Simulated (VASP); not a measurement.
Wanted: the native input for a VASP 6.6.1 run.

```
Task                   : single point
Functional             : PBEsol
Potentials or basis    : VASP PAW PBE potentials, release 64 (Cu)
Cutoff                 : 520 eV
k mesh                 : 3 × 13 × 2
Occupations            : methfessel-paxton, width 0.15 eV
Spin                   : no spin polarisation
Dipole correction      : no
Further INCAR settings : ALGO = Normal; EDIFF = 1e-07; NBANDS = 12
```

The structure of Cu lies in POSCAR:

```
Cu
1.0
   11.7971792861      0.0000000000      0.0000000000
    0.0000000000      2.2821097565      0.0000000000
   -4.6857570963      0.0000000000     22.1698375646
Cu
1
Direct
    0.5000000000      0.5000000000      0.5000000000
```

One way to write it, as run:

INCAR

```
SYSTEM = Cu
ALGO = Normal
EDIFF = 1E-7
ENCUT = 520
GGA = PS
ISIF = 2
ISMEAR = 1
LASPH = .True.
LCHARG = .False.
LREAL = .False.
LWAVE = .False.
NBANDS = 12
NELM = 60
PREC = Accurate
SIGMA = 0.15
```

KPOINTS

```
k-points
0
Gamma
  3 13 2
  0 0 0
```

Potentials or basis: VASP PAW PBE potentials, release 64 (Cu).

Command:

```sh
$ cat potpaw_PBE.64/Cu/POTCAR > POTCAR
$ mpirun -np 1 vasp_std > vasp.out
```

It gave:

```json
{
  "Pressure": "0.0 GPa",
  "Band gap on the k mesh": "zero (an odd number of electrons rules out a gap without spin polarisation)"
}
```

Caveat: the PAW data sets were made with another functional, which shifts forces and pressure a little.

Wall time 2.1 min on 1 thread of Intel(R) Xeon(R) 6975P-C (Granite Rapids), with other jobs on the host, peak memory 0.71 GiB.
